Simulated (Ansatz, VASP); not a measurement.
# P: VASP beside Ansatz

```
P
1.0
     2.43558    0.00000    0.00000
     0.00000    2.43558    0.00000
     0.00000    0.00000    2.46348
P
1
Direct
  0.50000 0.50000 0.50000
```

Alike in both runs: functional PBE; k mesh 6 × 6 × 8; occupations gaussian, width 0.1 eV; no spin polarisation.

Ansatz relaxed the structure, and its values are those at the end. VASP's run is a single point on that final structure, the one shown.

```csv
,VASP,Ansatz
version,VASP 6.6.1,Ansatz 0.2.0
potentials or method,"VASP PAW PBE potentials, release 64 (P), cutoff 520 eV","scalar-relativistic, plane waves, PAW"
valence electrons in the cell,5,5
```

Ansatz gave:

- gap on the k mesh at the Fermi level (eV): none
- pressure (GPa): 0.1

Task: What did VASP give for the same quantities?

Result: gap on the k mesh at the Fermi level (eV): none; pressure (GPa): -0.2.

A gap of «none» marks a metal or a gap that the smearing closes.

The k mesh is coarse, so the values compare programs but aren't converged.
